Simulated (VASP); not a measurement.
Crystal: LiTlS2.

```
Li S Tl
1.0
     4.06677    0.00000    0.00000
     0.00000    4.06677    0.00000
     0.00000    0.00000    5.71878
Li S Tl
1 2 1
Direct
  0.00000 0.00000 0.00000
  0.00000 0.50000 0.23090
  0.50000 0.00000 0.76910
  0.50000 0.50000 0.50000
```

Program: VASP 6.6.1. Alike in all runs: task single point; no spin polarisation; cell as given; cutoff (eV) 520; smearing gaussian 0.01 eV.

Task: Order these runs on this cell by their band gap on the k mesh, lowest first.
A. level PBE; potentials or basis VASP PAW PBE potentials, release 64 (Li_sv, S, Tl_d); k mesh 6 × 6 × 4
B. level LDA; potentials or basis VASP PAW LDA potentials, release 64 (Li_sv, S, Tl_d); k mesh 4 × 4 × 2
C. level r2SCAN; potentials or basis VASP PAW PBE potentials, release 64 (Li_sv, S, Tl_d); k mesh 4 × 4 × 2
D. level HSE06; potentials or basis VASP PAW PBE potentials, release 64 (Li_sv, S, Tl_d); k mesh 4 × 4 × 2; grid for exact exchange (PRECFOCK) Normal; screening parameter 0.2079 1/Å

Result: B (0.76 eV), A (0.93 eV), C (1.21 eV), D (1.80 eV).

Caveats: some runs use coarse meshes; spin-orbit coupling is left out, which moves the levels of the heavy elements.

A k mesh can miss the band edges.
